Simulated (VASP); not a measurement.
# Ho2O in VASP: notebook

The runs below take Ho2O through single point, relaxation of cell and atoms, with PBE.

Program: VASP 6.6.1. These are calculated values, not measurements. Logs are shortened: lines on timing, memory, paths and dates and some standing lists are left out, and cuts for length are marked.

### Step 1. The cell of the first run

Symmetry: Fddd, No. 70, orthorhombic system. The conventional cell has a = 6.544 Å, b = 6.710 Å, c = 10.533 Å, α = 90.00°, β = 90.00°, γ = 90.00°. Ho (site symmetry 2) has 3 O at 2.35 to 2.48 Å within 3.1 Å. Within 3.1 Å of O (site symmetry 222) lie 6 Ho at 2.35 to 2.48 Å.

The cell was generated, and may not be a known phase.

### Step 2. Single point, PBE

Contents of INCAR:

```
  PREC = Accurate
  ENCUT = 600
  EDIFF = 1E-6
  ISMEAR = 0
  SIGMA = 0.1
  LREAL = F
  LASPH = T
  NELM = 200
  ALGO = Normal
  ISIF = 2
  LWAVE = F
  LCHARG = T
  GGA = PE
  LELF = T
  LVHAR = T
  NBANDS = 33
  GGA_COMPAT = F
  LMAXMIX = 6
```

Contents of KPOINTS:

```
Automatic mesh
0
Gamma
  4 4 4
```

Contents of POSCAR:

```
Ho2O
1.0
    0.0000000000      3.3552418275      5.2666657277
    3.2720870544      0.0000000000      5.2666657277
    3.2720870544      3.3552418275      0.0000000000
Ho O
4 2
Direct
    0.2648499949      0.2648499949      0.7351500051
    0.7351500051      0.7351500051      0.2648499949
    0.5148499949      0.5148499949      0.9851500051
    0.9851500051      0.9851500051      0.5148499949
    0.5000000000      0.5000000000      0.5000000000
    0.7500000000      0.7500000000      0.7500000000
```

Potentials or basis: VASP PAW PBE potentials, release 64 (Ho_3, O), 4f in core.

Command:

```
cat potpaw_PBE.64/Ho_3/POTCAR potpaw_PBE.64/O/POTCAR > POTCAR
mpirun -np 1 vasp_std > vasp.out
```

OUTCAR:

```text
PREC = Accurate
   ENCUT = 600
   EDIFF = 1E-6
   ISMEAR = 0
   LREAL = F
   LASPH = T
   NELM = 200
   ISIF = 2
   GGA = PE

 ion  position               nearest neighbor table
   1  0.265  0.265  0.735-   6 2.35   6 2.35   5 2.48   2 3.29   2 3.29   4 3.30   4 3.30   2 3.37
                             2 3.37   3 3.52   3 3.52   3 3.52   3 3.52   4 3.76   4 3.76
   2  0.735  0.735  0.265-   6 2.35   6 2.35   5 2.48   1 3.29   1 3.29   3 3.30   3 3.30   1 3.37
                             1 3.37   4 3.52   4 3.52   4 3.52   4 3.52   3 3.76   3 3.76
   3  0.515  0.515  0.985-   5 2.35   5 2.35   6 2.48   4 3.29   4 3.29   2 3.30   2 3.30   4 3.37
                             4 3.37   1 3.52   1 3.52   1 3.52   1 3.52   2 3.76   2 3.76
   4  0.985  0.985  0.515-   5 2.35   5 2.35   6 2.48   3 3.29   3 3.29   1 3.30   1 3.30   3 3.37
                             3 3.37   2 3.52   2 3.52   2 3.52   2 3.52   1 3.76   1 3.76
   5  0.500  0.500  0.500-   3 2.35   3 2.35   4 2.35   4 2.35   1 2.48   2 2.48
   6  0.750  0.750  0.750-   1 2.35   1 2.35   2 2.35   2 2.35   3 2.48   4 2.48

  LATTYP: Found a face centered orthorhombic cell.
 ALAT       =     6.5441741088
 B/A-ratio  =     1.0254133743
 C/A-ratio  =     1.6095738408

  Lattice vectors:

 A1 = (   0.0000000000,   3.3552418275,   5.2666657277)
 A2 = (   3.2720870544,   0.0000000000,   5.2666657277)
 A3 = (   3.2720870544,   3.3552418275,   0.0000000000)

Analysis of symmetry for initial positions (statically):
=====================================================================
 Subroutine PRICEL returns:
 Original cell was already a primitive cell.

 Routine SETGRP: Setting up the symmetry group for a
 face centered orthorhombic supercell.

 Subroutine GETGRP returns: Found  8 space group operations
 (whereof  4 operations were pure point group operations)
 out of a pool of  8 trial point group operations.

The static configuration has the point symmetry D_2 .
 The point group associated with its full space group is D_2h.

Analysis of symmetry for dynamics (positions and initial velocities):
=====================================================================
 Subroutine PRICEL returns:
 Original cell was already a primitive cell.

 Routine SETGRP: Setting up the symmetry group for a
 face centered orthorhombic supercell.

 Subroutine GETGRP returns: Found  8 space group operations
 (whereof  4 operations were pure point group operations)
 out of a pool of  8 trial point group operations.

The dynamic configuration has the point symmetry D_2 .
 The point group associated with its full space group is D_2h.

 Subroutine INISYM returns: Found  8 space group operations
 (whereof  4 operations are pure point group operations),
 and found     1 'primitive' translations

----------------------------------------------------------------------------------------

                                     Primitive cell

  volume of cell :     115.6417

  direct lattice vectors                    reciprocal lattice vectors
     0.000000000  3.355241827  5.266665728    -0.152807670  0.149020555  0.094936726
     3.272087054  0.000000000  5.266665728     0.152807670 -0.149020555  0.094936726
     3.272087054  3.355241827  0.000000000     0.152807670  0.149020555 -0.094936726

  length of vectors
     6.244630943  6.200348505  4.686598064     0.233602851  0.233602851  0.233602851

  position of ions in fractional coordinates (direct lattice)
     0.264849995  0.264849995  0.735150005
     0.735150005  0.735150005  0.264849995
     0.514849995  0.514849995  0.985150005
     0.985150005  0.985150005  0.514849995
     0.500000000  0.500000000  0.500000000
     0.750000000  0.750000000  0.750000000

  ion indices of the primitive-cell ions
   primitive index   ion index
                 1           1
                 2           2
                 3           3
                 4           4
                 5           5
                 6           6

----------------------------------------------------------------------------------------

 KPOINTS: Automatic mesh

Automatic generation of k-mesh.
 Grid dimensions read from file:
 generate k-points for:    4    4    4

 Generating k-lattice:

  Cartesian coordinates                     Fractional coordinates (reciprocal lattice)
    -0.038201918  0.037255139  0.023734181     0.250000000  0.000000000  0.000000000
     0.038201918 -0.037255139  0.023734181     0.000000000  0.250000000 -0.000000000
     0.038201918  0.037255139 -0.023734181    -0.000000000 -0.000000000  0.250000000

  Length of vectors
     0.058400713  0.058400713  0.058400713

  Shift w.r.t. Gamma in fractional coordinates (k-lattice)
     0.000000000  0.000000000  0.000000000

 Subroutine IBZKPT returns following result:
 ===========================================

 Found     18 irreducible k-points:

 Following reciprocal coordinates:
            Coordinates               Weight
  0.000000  0.000000  0.000000      1.000000
  0.250000  0.000000  0.000000      8.000000
  0.500000  0.000000  0.000000      4.000000
  0.250000  0.250000  0.000000      2.000000
  0.500000  0.250000  0.000000      8.000000
 -0.250000  0.250000  0.000000      4.000000
[... 10 lines left out ...]
 -0.250000  0.250000  0.500000      2.000000
  0.000000  0.500000  0.500000      1.000000
   k-points           NKPTS =     18   k-points in BZ     NKDIM =     18   number of bands    NBANDS=     33
   number of dos      NEDOS =    301   number of ions     NIONS =      6
   total plane-waves  NPLWV = 100000
   dimension x,y,z NGX =    50 NGY =   50 NGZ =   40
   dimension x,y,z NGXF=   100 NGYF=  100 NGZF=   80
   ions per type =               4   2
   NGX,Y,Z   is equivalent  to a cutoff of  13.31, 13.41, 14.19 a.u.
   NGXF,Y,Z  is equivalent  to a cutoff of  26.62, 26.81, 28.38 a.u.
 SYSTEM =  unknown system
   PREC   = accura    normal or accurate (medium, high low for compatibility)
   ISTART =      0    job   : 0-new  1-cont  2-samecut
   ICHARG =      2    charge: 1-file 2-atom 10-const
   ISPIN  =      1    spin polarized calculation?
   LNONCOLLINEAR =      F non collinear calculations
   LSORBIT =      F    spin-orbit coupling
   LASPH  =      T    aspherical Exc in radial PAW
   ENCUT  =  600.0 eV  44.10 Ry    6.64 a.u.  12.47 12.38  9.36*2*pi/ulx,y,z
   NELM   =    200;   NELMIN=  2; NELMDL= -5     # of ELM steps
   EDIFF  = 0.1E-05   stopping-criterion for ELM
   LREAL  =      F    real-space projection
[... 7 lines left out ...]
   TEBEG  =    0.0;   TEEND  =   0.0 temperature during run
   PSTRESS=    0.0 pullay stress
   NELECT =      48.0000    total number of electrons
   NUPDOWN=      -1.0000    fix difference up-down
   EMIN   =  10.00;   EMAX   =-10.00  energy-range for DOS
   EFERMI =   0.00;   METHOD = LEGACY
   ISMEAR =     0;   SIGMA  =   0.10  broadening in eV -4-tet -1-fermi 0-gaus
   EFERMI_NEDOS =   21; number of points for ismear=-14 and -15
   IALGO  =     38    algorithm
   IMIX   =      4    mixing-type and parameters
     AMIX     =   0.40;   BMIX     =  1.00
     AMIX_MAG =   1.60;   BMIX_MAG =  1.00
  volume/ion in A,a.u.               =      19.27       130.06
  Fermi-wavevector in a.u.,A,eV,Ry     =   1.221191  2.307717 20.290486  1.491309
  Thomas-Fermi vector in A             =   2.356382
   LORBIT       =      0    0 simple, 1 ext, 2 COOP (PROOUT), +10 PAW based schemes
   GGA     = PE    functional components
   LHFCALC =     F    Hartree Fock is set to
   AEXX    =    0.0000 exact exchange contribution
   IVDW    =     0    specifies the selected vdW correction
   LEPSILON=     F    determine dielectric tensor
   LRPA    =     F    only Hartree local field effects (RPA)
 non-spin polarized calculation
 Gauss-broadening in eV      SIGMA  =   0.10
  energy-cutoff  :      600.00
  volume of cell :      115.64
 maximum number of plane-waves:      3883
 NGX is ok and might be reduce to    50
   NGX = 25   NGY = 25   NGZ = 19

 number of electron      47.9999996 magnetization

 Free energy of the ion-electron system (eV)
  ---------------------------------------------------
  ext. energy  EPLUGINS =         0.00000000
  ---------------------------------------------------
  free energy    TOTEN  =       -39.28236473 eV

  energy without entropy =      -39.26202865  energy(sigma->0) =      -39.27219669

 E-fermi :   4.5067     XC(G=0): -10.8287

 val. band max:        4.5028165255   @ k =   0.5000   0.0000   0.0000
 cond. band min:       4.5690645104   @ k =   0.5000   0.0000   0.2500
 fundamental gap:      0.0662479849
 Fermi energy:         4.5067252262

 k-point     1 :       0.0000    0.0000    0.0000
  band No.  band energies     occupation
      1     -19.9161      2.00000
      2     -19.9123      2.00000
      3     -19.8305      2.00000
      4     -19.8118      2.00000
      5     -19.7230      2.00000
      6     -19.5314      2.00000
[... 25 lines left out ...]
     32       7.0350      0.00000
     33       8.6016      0.00000

 k-point     2 :       0.2500    0.0000    0.0000
  band No.  band energies     occupation
      1     -20.1017      2.00000
      2     -19.9805      2.00000
      3     -19.8525      2.00000
      4     -19.7869      2.00000
      5     -19.6582      2.00000
      6     -19.3998      2.00000
[... 25 lines left out ...]
     32       7.5301      0.00000
     33       9.0101      0.00000

 k-point     3 :       0.5000    0.0000    0.0000
  band No.  band energies     occupation
      1     -20.2091      2.00000
      2     -20.1301      2.00000
      3     -19.8055      2.00000
      4     -19.6709      2.00000
      5     -19.5649      2.00000
      6     -19.5310      2.00000
[... 25 lines left out ...]
     32       8.3158      0.00000
     33       8.5884      0.00000

 k-point     4 :       0.2500    0.2500    0.0000
  band No.  band energies     occupation
      1     -19.9808      2.00000
      2     -19.9610      2.00000
      3     -19.8500      2.00000
      4     -19.6651      2.00000
      5     -19.6424      2.00000
      6     -19.4974      2.00000
[... 25 lines left out ...]
     32       7.5676      0.00000
     33       8.6055      0.00000

 k-point     5 :       0.5000    0.2500    0.0000
  band No.  band energies     occupation
      1     -20.1023      2.00000
      2     -19.9727      2.00000
      3     -19.9215      2.00000
      4     -19.6619      2.00000
      5     -19.5538      2.00000
      6     -19.5082      2.00000
[... 388 lines left out ...]
 k-point    16 :       0.5000    0.0000    0.5000
  band No.  band energies     occupation
      1     -20.6806      2.00000
      2     -20.6806      2.00000
      3     -19.7390      2.00000
      4     -19.7390      2.00000
      5     -19.5097      2.00000
      6     -19.5097      2.00000
[... 25 lines left out ...]
     32       8.3803      0.00000
     33       8.7237      0.00000

 k-point    17 :      -0.2500    0.2500    0.5000
  band No.  band energies     occupation
      1     -20.6789      2.00000
      2     -20.6789      2.00000
      3     -19.7777      2.00000
      4     -19.7777      2.00000
      5     -19.4351      2.00000
      6     -19.4351      2.00000
[... 25 lines left out ...]
     32       8.2078      0.00000
     33       8.8329      0.00000

 k-point    18 :       0.0000    0.5000    0.5000
  band No.  band energies     occupation
      1     -20.6809      2.00000
      2     -20.6809      2.00000
      3     -19.7604      2.00000
      4     -19.7604      2.00000
      5     -19.4927      2.00000
      6     -19.4927      2.00000
[... 25 lines left out ...]
     32       8.3412      0.00000
     33       8.7105      0.00000

------------------------ aborting loop because EDIFF is reached ----------------------------------------

  FORCE on cell =-STRESS in cart. coord.  units (eV):
  Direction    XX          YY          ZZ          XY          YZ          ZX
  --------------------------------------------------------------------------------------
  -------------------------------------------------------------------------------------
  Total        2.9397860      0.6340710      0.9547932      0.0000000      0.0000000      0.0000000
  in kB       40.7297622      8.7848438     13.2283433      0.0000000      0.0000000      0.0000000
  external PRESSURE =      20.9143164 kB  Pullay stress =       0.0000000 kB

 VOLUME and BASIS-vectors are now :
 -----------------------------------------------------------------------------
  energy-cutoff  :      600.00
  volume of cell :      115.64
      direct lattice vectors                 reciprocal lattice vectors
     0.000000000  3.355241827  5.266665728    -0.152807670  0.149020555  0.094936726
     3.272087054  0.000000000  5.266665728     0.152807670 -0.149020555  0.094936726
     3.272087054  3.355241827  0.000000000     0.152807670  0.149020555 -0.094936726

 POSITION                                       TOTAL-FORCE (eV/Angst)
 -----------------------------------------------------------------------------------
      3.27209      3.35524      2.78975        -0.000000      0.000000     -0.038012
      3.27209      3.35524      7.74358        -0.000000      0.000000      0.038012
      4.90813      5.03286      5.42309         0.000000     -0.000000     -0.038012
      4.90813      5.03286     10.37691         0.000000     -0.000000      0.038012
      3.27209      3.35524      5.26667        -0.000000     -0.000000      0.000000
      4.90813      5.03286      7.90000         0.000000      0.000000      0.000000
 -----------------------------------------------------------------------------------
    total drift:                               -0.000000     -0.000000     -0.000000

  FREE ENERGIE OF THE ION-ELECTRON SYSTEM (eV)
  ---------------------------------------------------
  free  energy   TOTEN  =       -39.2823647266 eV

  energy  without entropy=      -39.2620286544  energy(sigma->0) =      -39.27219669
```

Run time: 2.3 min. Hardware: 1 thread of Intel Xeon 6975P-C (Granite Rapids), shared host; peak memory 0.33 GiB.

What came out:

```yaml
Free_energy: -39.2824 eV
Pressure: 2.1 GPa
Largest_force: 0.038 eV/Å
Band_gap_on_the_k_mesh: zero (bands 24 and 25 overlap by 1.22 eV)
```

Forces in eV/Å, atoms in the order of the input:
```
Ho   0.000  0.000 -0.038
Ho   0.000  0.000  0.038
Ho   0.000  0.000 -0.038
Ho   0.000  0.000  0.038
O    0.000  0.000  0.000
O    0.000  0.000  0.000
```

Levels at points of the mesh, in eV from the Fermi level:
```csv
k point,band 22,band 23,band 24,band 25,band 26,band 27
"(0.00, 0.00, 0.00)",-1.49,-1.31,0.37,0.52,0.99,1.08
"(0.50, 0.00, 0.00)",-1.32,-0.54,-0.08,0.00,0.85,1.35
"(0.50, 0.50, 0.00)",-2.63,-1.44,-1.44,-0.35,-0.35,2.20
"(0.50, 0.00, 0.50)",-0.86,-0.48,-0.48,1.09,1.09,1.29
"(0.00, 0.50, 0.50)",-0.94,-0.32,-0.32,0.89,0.89,1.47
```

Caveat: the k points lie up to 0.37 Å⁻¹ apart, too coarse for converged energies and pressures of a metal; spin-orbit coupling is left out, which moves the levels of the heavy elements; the 4f electrons are frozen in the core, so they carry no moment and show no levels; the run has no spin polarisation, though such a crystal can be magnetic.

### Step 3. Relaxation of cell and atoms, PBE

This run uses another cell than the first one, of 19.53 Å³/atom.

Contents of INCAR:

```
SYSTEM = Ho2O
  PREC = Accurate
  ENCUT = 600
  EDIFF = 1E-7
  ISMEAR = 0
  SIGMA = 0.1
  LREAL = .False.
  LASPH = .True.
  NELM = 200
  ALGO = Normal
  ISIF = 3
  LWAVE = .False.
  LCHARG = .False.
  GGA = PE
  IBRION = 2
  NSW = 100
  EDIFFG = -0.01
  GGA_COMPAT = .False.
  NELMIN = 4
  LMAXMIX = 6
```

Contents of KPOINTS:

```
regular mesh
0
Gamma
  10 10 10
  0 0 0
```

Contents of POSCAR:

```
Ho2O
1.0
   -2.3569142658      2.3569142658      5.2732897134
    2.3569142658     -2.3569142658      5.2732897134
    2.3569142658      2.3569142658     -5.2732897134
Ho O
4 2
Direct
    0.0144786195      0.5144786195      0.5000000000
    0.4855213805      0.9855213805      0.5000000000
    0.2644786195      0.2644786195      0.0000000000
    0.7355213805      0.7355213805      0.0000000000
    0.2500000000      0.7500000000      0.5000000000
    0.5000000000      0.5000000000      0.0000000000
```

Potentials or basis: VASP PAW PBE potentials, release 64 (Ho_3, O), 4f in core.

Command:

```
cat potpaw_PBE.64/Ho_3/POTCAR potpaw_PBE.64/O/POTCAR > POTCAR
mpirun -np 1 vasp_std > vasp.out
```

Run time: 19 min. Hardware: 1 thread of Intel Xeon 6975P-C (Granite Rapids), shared host; peak memory 0.59 GiB.

The run converged. Its results:

- Free energy: -39.3210 eV
- Relaxed volume: 19.67 Å³/atom
- Relaxed cell: a = 6.242 Å, b = 6.242 Å, c = 6.242 Å, α = 135.44°, β = 135.44°, γ = 64.84°
- Space group after relaxing (to 0.1 Å): I4_1/amd (No. 141)
- Energy gained by relaxing: 0.4 meV/atom
- Ionic steps: 5
- Pressure after relaxing: 0.0 GPa
- Largest force after relaxing: 0.004 eV/Å
- Band gap on the k mesh: zero (bands 24 and 25 overlap by 1.42 eV)

Forces on the atoms (eV/Å):
```
Ho   0.000  0.000  0.004
Ho   0.000  0.000 -0.004
Ho   0.000  0.000  0.004
Ho   0.000  0.000 -0.004
O    0.000  0.000  0.000
O    0.000  0.000  0.000
```

Step by step:
| step | energy change (eV) | largest force (eV/Å) | pressure (GPa) | volume (Å³) |
| --- | --- | --- | --- | --- |
| 1 | 0.0000 | 0.0230 | 0.67 | 117.17 |
| 2 | -0.0016 | 0.0263 | -0.43 | 118.57 |
| 3 | -0.0022 | 0.0246 | -0.06 | 118.09 |
| 4 | -0.0025 | 0.0128 | -0.03 | 118.03 |
| 5 | -0.0025 | 0.0039 | 0.01 | 118.00 |

Final structure:
```
Ho O
1.0
    -2.36618    2.36618    5.26879
     2.36618   -2.36618    5.26879
     2.36618    2.36618   -5.26879
Ho O
4 2
Direct
  0.01474 0.51474 0.50000
  0.48526 0.98526 0.50000
  0.26474 0.26474 0.00000
  0.73526 0.73526 0.00000
  0.25000 0.75000 0.50000
  0.50000 0.50000 0.00000
```

Levels at points of the mesh, in eV from the Fermi level:
| k point | band 22 | band 23 | band 24 | band 25 | band 26 | band 27 |
| --- | --- | --- | --- | --- | --- | --- |
| (0.00, 0.00, 0.00) | -1.42 | -1.27 | 0.47 | 0.47 | 1.08 | 1.08 |
| (0.50, 0.00, 0.00) | -1.31 | -0.50 | -0.07 | -0.01 | 0.79 | 1.32 |
| (0.50, 0.50, 0.00) | -0.85 | -0.43 | -0.43 | 0.96 | 0.96 | 1.35 |
| (0.50, 0.50, 0.50) | -2.59 | -1.40 | -1.40 | -0.31 | -0.31 | 2.17 |

Caveat: spin-orbit coupling is left out, which moves the levels of the heavy elements; the 4f electrons are frozen in the core, so they carry no moment and show no levels; the run has no spin polarisation, though such a crystal can be magnetic.

The gap in the log of VASP goes by the Fermi energy; the results here count the filled bands.